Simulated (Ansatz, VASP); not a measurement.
Te2Mo: VASP beside Ansatz

```xyz
6
Lattice="3.5039 0.0000 0.0000 -1.7519 3.0345 0.0000 0.0000 0.0000 24.7677" Properties=species:S:1:pos:R:3 pbc="T T T"
Te    0.0000    2.0230    4.5000
Te    0.0000    2.0230    8.1339
Te    0.0000    3.0345   11.5639
Te    0.0000    3.0345   15.1977
Mo    1.7519    1.0115    6.3169
Mo   -1.7519    4.0459   13.3808
```

Alike in both runs: task single point; functional PBE; dispersion D3(BJ); k mesh 9 × 9 × 1; occupations gaussian, width 0.05 eV; no spin polarisation.

|  | VASP | Ansatz |
| --- | --- | --- |
| version | VASP 6.6.1 | Ansatz 0.2.0 |
| potentials or method | VASP PAW PBE potentials, release 64 (Te, Mo_sv), cutoff 520 eV | scalar-relativistic, plane waves, PAW |
| valence electrons in the cell | 52 | 92 |

Ansatz gave:

* gap on the k mesh at the Fermi level (eV): 1.05
* least direct gap on the mesh (eV): 1.15
* rms of the force components (eV/Å): 0.075

Estimate VASP's values.

gap on the k mesh at the Fermi level (eV): 1.05; least direct gap on the mesh (eV): 1.15; rms of the force components (eV/Å): 0.071.

VASP's potentials hold 52 valence electrons a cell and Ansatz's 92, so a difference there can come from the potentials and not from the codes.

Neither program's run includes spin-orbit coupling.
